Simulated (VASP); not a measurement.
# Te (C2/c) in VASP: single point with RPBE

Aim: the single point of Te with RPBE.

Program: VASP 6.6.1. These are calculated values, not measurements. Logs are shortened: lines on timing, memory, paths and dates and some standing lists are left out, and cuts for length are marked.

### Step 1. The cell of the first run

Symmetry: C2/c, No. 15, monoclinic system. Conventional cell: a = 3.214 Å, b = 12.810 Å, c = 5.390 Å, α = 90.00°, β = 90.69°, γ = 90.00°. Te (site symmetry 2) has 4 Te at 2.94 to 3.21 Å within 3.9 Å.

### Step 2. Single point, RPBE

Input file INCAR:

```
SYSTEM = Te
PREC     = Accurate       ! precision mode
ENCUT    = 520            ! plane-wave cutoff, eV
EDIFF    = 1E-7           ! SCF threshold, eV
ISMEAR   = -1             ! smearing method
SIGMA    = 0.1            ! smearing width, eV
LREAL    = .FALSE.        ! projectors in reciprocal space
LASPH    = .TRUE.         ! aspherical terms in the spheres
NELM     = 80             ! most SCF steps
ALGO     = Normal         ! electronic algorithm
ISIF     = 2              ! what is computed and relaxed
LWAVE    = .FALSE.        ! write WAVECAR
LCHARG   = .FALSE.        ! write CHGCAR
GGA      = RP             ! functional
NBANDS   = 13             ! bands
ISYM     = 0
```

Input file KPOINTS:

```
regular mesh
0
G
  11 11 8
  0 0 0
```

Input file POSCAR:

```
Te
1.0
   -4.7251200153      4.3332247950      1.5831187003
    4.3332247950     -4.7251200153      1.5831187003
    4.1540482636      4.1540482636     -2.3008755140
Te
2
Direct
    0.0786997116      0.9213002884      0.0000000000
    0.6713002884      0.3286997116      0.5000000000
```

Potentials or basis: VASP PAW PBE potentials, release 64 (Te).

Run with:

```bash
> cat potpaw_PBE.64/Te/POTCAR > POTCAR
> mpirun -np 1 vasp_std > vasp.out
```

OUTCAR:

```text
SYSTEM = Te
   PREC = Accurate
   ENCUT = 520
   EDIFF = 1E-7
   ISMEAR = -1
   LREAL = .FALSE.
   LASPH = .TRUE.
   NELM = 80
   ISIF = 2
   GGA = RP
   ISYM = 0

 ion  position               nearest neighbor table
   1  0.079  0.921  0.000-   2 2.94   2 2.94
   2  0.671  0.329  0.500-   1 2.94   1 2.94

IMPORTANT INFORMATION: All symmetrisations will be switched off!
NOSYMM: (Re-)initialisation of all symmetry stuff for point group C_1.

----------------------------------------------------------------------------------------

                                     Primitive cell

  volume of cell :     110.9738

  direct lattice vectors                    reciprocal lattice vectors
    -4.725120015  4.333224795  1.583118700     0.038707892  0.149103336  0.339078277
     4.333224795 -4.725120015  1.583118700     0.149103336  0.038707892  0.339078277
     4.154048264  4.154048264 -2.300875514     0.129223622  0.129223622  0.031988833

  length of vectors
     6.603776276  6.603776276  6.309220402     0.372430106  0.372430106  0.185528365

  position of ions in fractional coordinates (direct lattice)
     0.078699712  0.921300288  0.000000000
     0.671300288  0.328699712  0.500000000

  ion indices of the primitive-cell ions
   primitive index   ion index
                 1           1
                 2           2

----------------------------------------------------------------------------------------

 KPOINTS: regular mesh

Automatic generation of k-mesh.
 Grid dimensions read from file:
 generate k-points for:   11   11    8

 Generating k-lattice:

  Cartesian coordinates                     Fractional coordinates (reciprocal lattice)
     0.003518899  0.013554849  0.030825298     0.090909091 -0.000000000  0.000000000
     0.013554849  0.003518899  0.030825298    -0.000000000  0.090909091  0.000000000
     0.016152953  0.016152953  0.003998604     0.000000000  0.000000000  0.125000000

  Length of vectors
     0.033857282  0.033857282  0.023191046

  Shift w.r.t. Gamma in fractional coordinates (k-lattice)
     0.000000000  0.000000000  0.000000000

 Subroutine IBZKPT returns following result:
 ===========================================

 Found    485 irreducible k-points:

 Following reciprocal coordinates:
            Coordinates               Weight
  0.000000  0.000000  0.000000      1.000000
  0.090909 -0.000000 -0.000000      2.000000
  0.000000 -0.090909  0.000000      2.000000
  0.181818 -0.000000 -0.000000      2.000000
  0.000000 -0.181818  0.000000      2.000000
  0.272727 -0.000000 -0.000000      2.000000
[... 16 lines left out ...]
 -0.363636  0.090909  0.000000      2.000000
 -0.090909  0.363636 -0.000000      2.000000
 [... further k-points ...]
   k-points           NKPTS =    485   k-points in BZ     NKDIM =    485   number of bands    NBANDS=     13
   number of dos      NEDOS =    301   number of ions     NIONS =      2
   total plane-waves  NPLWV = 120000
   dimension x,y,z NGX =    50 NGY =   50 NGZ =   48
   dimension x,y,z NGXF=   100 NGYF=  100 NGZF=   96
   ions per type =               2
   NGX,Y,Z   is equivalent  to a cutoff of  12.59, 12.59, 12.65 a.u.
   NGXF,Y,Z  is equivalent  to a cutoff of  25.17, 25.17, 25.30 a.u.
 SYSTEM =  Te
   PREC   = accura    normal or accurate (medium, high low for compatibility)
   ISTART =      0    job   : 0-new  1-cont  2-samecut
   ICHARG =      2    charge: 1-file 2-atom 10-const
   ISPIN  =      1    spin polarized calculation?
   LNONCOLLINEAR =      F non collinear calculations
   LSORBIT =      F    spin-orbit coupling
   LASPH  =      T    aspherical Exc in radial PAW
   ENCUT  =  520.0 eV  38.22 Ry    6.18 a.u.  12.28 12.28 11.73*2*pi/ulx,y,z
   NELM   =     80;   NELMIN=  2; NELMDL= -5     # of ELM steps
   EDIFF  = 0.1E-06   stopping-criterion for ELM
   LREAL  =      F    real-space projection
   EDIFFG = 0.1E-05   stopping-criterion for IOM
   NSW    =      0    number of steps for IOM
   IBRION =     -1    ionic relax: 0-MD 1-quasi-New 2-CG
   NFREE  =      0    steps in history (QN), initial steepest desc. (CG)
   ISIF   =      2    stress and relaxation
   ISYM   =      0    0-nonsym 1-usesym 2-fastsym
   POTIM  = 0.5000    time-step for ionic-motion
   TEBEG  =    0.0;   TEEND  =   0.0 temperature during run
   PSTRESS=    0.0 pullay stress
   NELECT =      12.0000    total number of electrons
   NUPDOWN=      -1.0000    fix difference up-down
   EMIN   =  10.00;   EMAX   =-10.00  energy-range for DOS
   EFERMI =   0.00;   METHOD = LEGACY
   ISMEAR =    -1;   SIGMA  =   0.10  broadening in eV -4-tet -1-fermi 0-gaus
   EFERMI_NEDOS =   21; number of points for ismear=-14 and -15
   IALGO  =     38    algorithm
   IMIX   =      4    mixing-type and parameters
     AMIX     =   0.40;   BMIX     =  1.00
     AMIX_MAG =   1.60;   BMIX_MAG =  1.00
  volume/ion in A,a.u.               =      55.49       374.44
  Fermi-wavevector in a.u.,A,eV,Ry     =   0.779941  1.473875  8.276533  0.608308
  Thomas-Fermi vector in A             =   1.883149
   LORBIT       =      0    0 simple, 1 ext, 2 COOP (PROOUT), +10 PAW based schemes
   GGA     = RP    functional components
   LHFCALC =     F    Hartree Fock is set to
   AEXX    =    0.0000 exact exchange contribution
   IVDW    =     0    specifies the selected vdW correction
   LEPSILON=     F    determine dielectric tensor
   LRPA    =     F    only Hartree local field effects (RPA)
 non-spin polarized calculation
  energy-cutoff  :      520.00
  volume of cell :      110.97
 maximum number of plane-waves:      3011
 NGX is ok and might be reduce to    50
   NGX = 25   NGY = 25   NGZ = 23

 number of electron      12.0000000 magnetization

 Free energy of the ion-electron system (eV)
  ---------------------------------------------------
  ext. energy  EPLUGINS =         0.00000000
  ---------------------------------------------------
  free energy    TOTEN  =        -5.53483292 eV

  energy without entropy =       -5.51350058  energy(sigma->0) =       -5.52416675

 E-fermi :   1.7337     XC(G=0):  -6.4024

 val. band max:        1.7153599054   @ k =   0.0909   0.0909   0.3750
 cond. band min:       1.7821695783   @ k =  -0.3636  -0.4545   0.2500
 fundamental gap:      0.0668096728
 Fermi energy:         1.7337008237

 k-point     1 :       0.0000    0.0000    0.0000
  band No.  band energies     occupation
      1     -11.1835      2.00000
      2      -8.3741      2.00000
      3      -3.3569      2.00000
      4      -0.6908      2.00000
      5      -0.0307      2.00000
      6       3.1555      0.00000
      7       3.4277      0.00000
      8       5.4395      0.00000
      9       5.5648      0.00000
     10       8.1297      0.00000
     11       8.7331      0.00000
     12       9.0567      0.00000
     13      11.8822      0.00000

 k-point     2 :       0.0909   -0.0000   -0.0000
  band No.  band energies     occupation
      1     -11.0511      2.00000
      2      -8.3805      2.00000
      3      -3.1789      2.00000
      4      -0.4819      2.00000
      5      -0.0269      2.00000
      6       2.4790      0.00116
      7       3.2117      0.00000
      8       4.6572      0.00000
      9       5.7263      0.00000
     10       7.7884      0.00000
     11       9.6942      0.00000
     12       9.8612      0.00000
     13      11.2901      0.00000

 k-point     3 :       0.0000   -0.0909    0.0000
  band No.  band energies     occupation
      1     -11.0511      2.00000
      2      -8.3805      2.00000
      3      -3.1789      2.00000
      4      -0.4819      2.00000
      5      -0.0269      2.00000
      6       2.4790      0.00116
      7       3.2117      0.00000
      8       4.6572      0.00000
      9       5.7263      0.00000
     10       7.7884      0.00000
     11       9.6942      0.00000
     12       9.8612      0.00000
     13      11.2857      0.00000

 k-point     4 :       0.1818   -0.0000   -0.0000
  band No.  band energies     occupation
      1     -10.6643      2.00000
      2      -8.3757      2.00000
      3      -2.6909      2.00000
      4      -0.0380      2.00000
      5       0.1382      2.00000
      6       0.7928      1.99984
      7       2.7684      0.00006
      8       3.4290      0.00000
      9       6.4260      0.00000
     10       7.4719      0.00000
     11       9.4164      0.00000
     12      10.1754      0.00000
     13      10.7517      0.00000

 k-point     5 :       0.0000   -0.1818    0.0000
  band No.  band energies     occupation
      1     -10.6643      2.00000
      2      -8.3757      2.00000
      3      -2.6909      2.00000
      4      -0.0380      2.00000
      5       0.1382      2.00000
      6       0.7928      1.99984
      7       2.7684      0.00006
      8       3.4290      0.00000
      9       6.4260      0.00000
     10       7.4719      0.00000
     11       9.4164      0.00000
     12      10.1754      0.00000
     13      10.7517      0.00000
[... 257 lines left out ...]
 k-point    22 :      -0.0909    0.4545    0.0000
  band No.  band energies     occupation
      1      -9.3308      2.00000
      2      -8.2524      2.00000
      3      -2.0234      2.00000
      4      -1.2879      2.00000
      5      -0.9822      2.00000
      6       0.0091      2.00000
      7       2.2313      0.01371
      8       4.1585      0.00000
      9       6.5688      0.00000
     10       7.5306      0.00000
     11       8.2108      0.00000
     12       8.6187      0.00000
     13       9.6607      0.00000

 k-point    23 :      -0.3636    0.0909    0.0000
  band No.  band energies     occupation
      1     -10.0596      2.00000
      2      -8.3255      2.00000
      3      -2.0110      2.00000
      4      -0.8483      2.00000
      5       0.0293      2.00000
      6       0.6935      1.99994
      7       1.1134      1.99596
      8       3.8781      0.00000
      9       7.1773      0.00000
     10       7.5201      0.00000
     11       8.2834      0.00000
     12       9.4443      0.00000
     13      10.0129      0.00000

 k-point    24 :      -0.0909    0.3636   -0.0000
  band No.  band energies     occupation
      1     -10.0596      2.00000
      2      -8.3255      2.00000
      3      -2.0110      2.00000
      4      -0.8483      2.00000
      5       0.0293      2.00000
      6       0.6935      1.99994
      7       1.1134      1.99596
      8       3.8781      0.00000
      9       7.1773      0.00000
     10       7.5201      0.00000
     11       8.2834      0.00000
     12       9.4443      0.00000
     13      10.0139      0.00000

 [... further k-points ...]
[... 5 lines left out ...]
  --------------------------------------------------------------------------------------
  -------------------------------------------------------------------------------------
  Total       -0.0106001     -0.0106001     -0.0420499     -0.0209272      0.0001946      0.0001946
  in kB       -0.1530389     -0.1530383     -0.6070933     -0.3021349      0.0028090      0.0028094
  external PRESSURE =      -0.3043902 kB  Pullay stress =       0.0000000 kB

 VOLUME and BASIS-vectors are now :
 -----------------------------------------------------------------------------
  energy-cutoff  :      520.00
  volume of cell :      110.97
      direct lattice vectors                 reciprocal lattice vectors
    -4.725120015  4.333224795  1.583118700     0.038707892  0.149103336  0.339078277
     4.333224795 -4.725120015  1.583118700     0.149103336  0.038707892  0.339078277
     4.154048264  4.154048264 -2.300875514     0.129223622  0.129223622  0.031988833

 POSITION                                       TOTAL-FORCE (eV/Angst)
 -----------------------------------------------------------------------------------
      3.62034     -4.01223      1.58312        -0.000455      0.000455      0.000000
      0.32938      3.43277      0.43268         0.000455     -0.000455     -0.000000
 -----------------------------------------------------------------------------------
    total drift:                               -0.000000      0.000000     -0.000000

  FREE ENERGIE OF THE ION-ELECTRON SYSTEM (eV)
  ---------------------------------------------------
  free  energy   TOTEN  =        -5.5348329214 eV

  energy  without entropy=       -5.5135005813  energy(sigma->0) =       -5.52416675
```

Wall time 23 min (1 thread of Intel Xeon 8259CL, shared host); peak memory 0.78 GiB.

Results:

```yaml
Free_energy: -5.5348 eV
Pressure: 0.0 GPa
Band_gap_on_the_k_mesh: zero (bands 6 and 7 overlap by 2.42 eV)
```

Caveat: the PAW data sets were made with another functional, which shifts forces and pressure a little; spin-orbit coupling is left out, which moves the levels of the heavy elements.

The gap in the log of VASP goes by the Fermi energy; the results here count the filled bands.